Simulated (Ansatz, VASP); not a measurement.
Ga2Sb2CO in VASP and in Ansatz

```
Sb Ga O C
1.0
     4.33438    0.00000    0.00000
    -2.16719    3.75368    0.00000
     0.00000    0.00000   23.31974
Sb Ga O C
2 2 1 1
Direct
  0.00000 0.00000 0.17153
  0.33333 0.66667 0.33016
  0.33333 0.66667 0.20947
  0.66667 0.33333 0.36320
  0.66667 0.33333 0.52186
  0.66667 0.33333 0.57118
```

Alike in both runs: task single point; functional PBE; dispersion D3(BJ); k mesh 6 × 6 × 1; occupations gaussian, width 0.1 eV; no spin polarisation.

```csv
,VASP,Ansatz
version,VASP 6.6.1,Ansatz 0.2.0
potentials or method,"VASP PAW PBE potentials, release 64 (Sb_d_GW, Ga_d, O, C), cutoff 520 eV","scalar-relativistic, plane waves, PAW"
valence electrons in the cell,66,66
```

Ansatz gave:

* gap on the k mesh at the Fermi level (eV): 0.05
* least direct gap on the mesh (eV): 0.12
* rms of the force components (eV/Å): 0.512

**Question.** Which values does VASP return?

**Answer.** gap on the k mesh at the Fermi level (eV): 0.05; least direct gap on the mesh (eV): 0.12; rms of the force components (eV/Å): 0.245.

One of these differences is far larger than is usual between the two programs; its cause wasn't traced.

Neither program's run includes spin-orbit coupling. Noted on VASP's run: the standard files for N, O and F lose accuracy on very short bonds.
